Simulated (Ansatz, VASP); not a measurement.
Si2Mo in VASP and in Ansatz

The input INCAR:

```
SYSTEM = Si2Mo
PREC = Accurate
ENCUT = 520
EDIFF = 1E-6
ISMEAR = -1
SIGMA = 0.05
LREAL = .FALSE.
LASPH = .TRUE.
NELM = 80
ALGO = Normal
ISIF = 2
LWAVE = .FALSE.
LCHARG = .FALSE.
GGA = CA
NBANDS = 43
```

KPOINTS

```
regular mesh
0
G
  7 7 4
  0 0 0
```

POSCAR

```
Si2Mo
1.0
    4.5854715599      0.0000000000      0.0000000000
   -2.2927357800      3.9711348592      0.0000000000
    0.0000000000      0.0000000000      6.5797601000
Mo Si
3 6
Direct
    0.5000000000      0.5000000000      0.8333333333
    0.0000000000      0.5000000000      0.1666666667
    0.5000000000      0.0000000000      0.5000000000
    0.1638729800      0.3277459600      0.5000000000
    0.6722540400      0.8361270200      0.1666666667
    0.8361270200      0.1638729800      0.8333333333
    0.8361270200      0.6722540400      0.5000000000
    0.3277459600      0.1638729800      0.1666666667
    0.1638729800      0.8361270200      0.8333333333
```

Contents of input.yaml:

```yaml
crystal:
  lattice:
    - [4.5854715599, 0.0, 0.0]
    - [-2.29273578, 3.9711348592, 0.0]
    - [0.0, 0.0, 6.5797601]
  atoms:
    - { symbol: Mo, position: [0.5, 0.5, 0.8333333333] }
    - { symbol: Mo, position: [0.0, 0.5, 0.1666666667] }
    - { symbol: Mo, position: [0.5, 0.0, 0.5] }
    - { symbol: Si, position: [0.16387298, 0.32774596, 0.5] }
    - { symbol: Si, position: [0.67225404, 0.83612702, 0.1666666667] }
    - { symbol: Si, position: [0.83612702, 0.16387298, 0.8333333333] }
    - { symbol: Si, position: [0.83612702, 0.67225404, 0.5] }
    - { symbol: Si, position: [0.32774596, 0.16387298, 0.1666666667] }
    - { symbol: Si, position: [0.16387298, 0.83612702, 0.8333333333] }
hamiltonian:
  xc: lda
  pseudopotentials: { kind: paw }
kpoints:
  mp_grid: { grid: [7, 7, 4] }
  band_path:
    path:
      - [[0.0, 0.0, 0.0], [0.5, 0.0, 0.0], [0.3333333333, 0.3333333333, 0.0], [0.0, 0.0, 0.0], [0.0, 0.0, 0.5], [0.5, 0.0, 0.5], [0.3333333333, 0.3333333333, 0.5], [0.0, 0.0, 0.5]]
      - [[0.5, 0.0, 0.5], [0.5, 0.0, 0.0]]
      - [[0.3333333333, 0.3333333333, 0.0], [0.3333333333, 0.3333333333, 0.5]]
    npoints: 10
scf:
  occupations: { method: fermi_dirac, width: 0.05 }
  n_extra_bands: 22
output:
  forces: true
  stress: true
  eigenvalues: true
  fatbands: false
  write_density: true
  write_potential: true
  elf: true
  volumetric_format: npy
```

Alike in both runs: functional LDA; k mesh 7 × 7 × 4; occupations fermi-dirac, width 0.05 eV; no spin polarisation.

|  | VASP | Ansatz |
| --- | --- | --- |
| version | VASP 6.6.1 | Ansatz 0.2.0 |
| potentials or method | VASP PAW LDA potentials, release 64 (Mo_sv, Si) | Ansatz PAW |
| plane-wave cutoff (eV) | 520 | 420 |
| valence electrons in the cell | 66 | 66 |
| task | single point | band structure |

Ansatz gave:

```
gap on the k mesh at the Fermi level (eV)                     : 0.24
least direct gap on the mesh (eV)                             : 0.60
pressure (GPa)                                                : -4.9
traceless stress, the component that is largest in VASP (GPa) : -0.30
rms of the force components (eV/Å)                            : 0.026
```

**Question.** Estimate VASP's values.

**Answer.** gap on the k mesh at the Fermi level (eV): 0.24; least direct gap on the mesh (eV): 0.60; pressure (GPa): -4.3; traceless stress, the component that is largest in VASP (GPa): -0.28; rms of the force components (eV/Å): 0.023.

LDA's correlation is that of Perdew and Zunger in VASP and of Perdew and Wang (1992) in Ansatz. Atom by atom the forces differ by 0.003 eV/Å (rms over components).

Noted on Ansatz's run: the k mesh misses the band edges, so the gap on the mesh is wider than the one along the path.
